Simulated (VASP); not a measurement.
Crystal: NaH.

```
Na H
1.0
     3.41517    0.00000    0.00000
    -1.70759    2.95763    0.00000
     0.00000    0.00000    5.57697
Na H
2 2
Direct
  0.00000 0.00000 0.00000
  0.33333 0.66667 0.50000
  0.66667 0.33333 0.25000
  0.66667 0.33333 0.75000
```

| Quantity | Value |
| --- | --- |
| Program | VASP 6.6.1 |
| Task | relaxation of cell and atoms |
| Functional | PBE |
| Potentials or basis | VASP PAW PBE potentials, release 64 (Na_pv, H) |
| Cutoff | 600 eV |
| k mesh | 9 × 9 × 6 |
| Occupations | gaussian, width 0.02 eV |
| Spin | no spin polarisation |

At the start: pressure 0.5 GPa; volume 14.08 Å³/atom.

Where does the relaxation end?

Over 4 steps the energy falls by 12.9 meV/atom and the volume is 14.37 Å³/atom (+2.1 %); space group P6_3/mmc (No. 194, to 0.05 Å).

Step by step:
```
step  energy change (eV)  largest force (eV/Å)  pressure (GPa)  volume (Å³)
   1              0.0000                0.0000            0.55        56.33
   2             -0.0275                0.0000            0.30        56.71
   3             -0.0487                0.0000           -0.26        57.75
   4             -0.0518                0.0000           -0.07        57.49
```

Final structure:
```
Na H
1.0
     3.35369    0.00000    0.00000
    -1.67684    2.90438    0.00000
     0.00000    0.00000    5.90191
Na H
2 2
Cartesian
  0.0000 0.0000 5.9019
  0.0000 1.9363 2.9510
  1.6768 0.9681 1.4755
  1.6768 0.9681 4.4264
```
